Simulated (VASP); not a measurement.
Write the native input for VASP 6.6.1 that does the following.

```
Task                   : single point
Functional             : PBE
Potentials or basis    : VASP PAW PBE potentials, release 64 (Al, N)
Cutoff                 : 520 eV
k mesh                 : 6 × 6 × 6
Occupations            : gaussian, width 0.01 eV
Spin                   : no spin polarisation
Dipole correction      : no
Further INCAR settings : ALGO = Normal; EDIFF = 1e-06; NBANDS = 11
```

The structure of AlN lies in POSCAR:

```
AlN
1.0
    0.0000000000      2.1848764830      2.1848764830
    2.1848764830      0.0000000000      2.1848764830
    2.1848764830      2.1848764830      0.0000000000
Al N
1 1
Direct
    0.0000000000      0.0000000000      0.0000000000
    0.7500000000      0.7500000000      0.7500000000
```

These files were run (other wordings do the same):

INCAR

```
SYSTEM = AlN
PREC = Accurate
ENCUT = 520
EDIFF = 1E-6
ISMEAR = 0
SIGMA = 0.01
LREAL = .FALSE.
LASPH = .TRUE.
NELM = 60
ALGO = Normal
ISIF = 2
LWAVE = .FALSE.
LCHARG = .FALSE.
GGA = PE
NBANDS = 11
```

KPOINTS

```
Automatic mesh
0
G
  6 6 6
  0 0 0
```

Potentials or basis: VASP PAW PBE potentials, release 64 (Al, N).

Run with:

```bash
$ cat potpaw_PBE.64/Al/POTCAR potpaw_PBE.64/N/POTCAR > POTCAR
$ mpirun -np 1 vasp_std > vasp.out
```

It gave:

* Pressure: 4.3 GPa
* Band gap on the k mesh: 3.32 eV, indirect (least direct gap 4.18 eV)

Wall time 4.8 s on 1 thread of AMD EPYC 7R43 64-Core Processor (Zen 3) (shared host), peak memory 0.1 GiB.
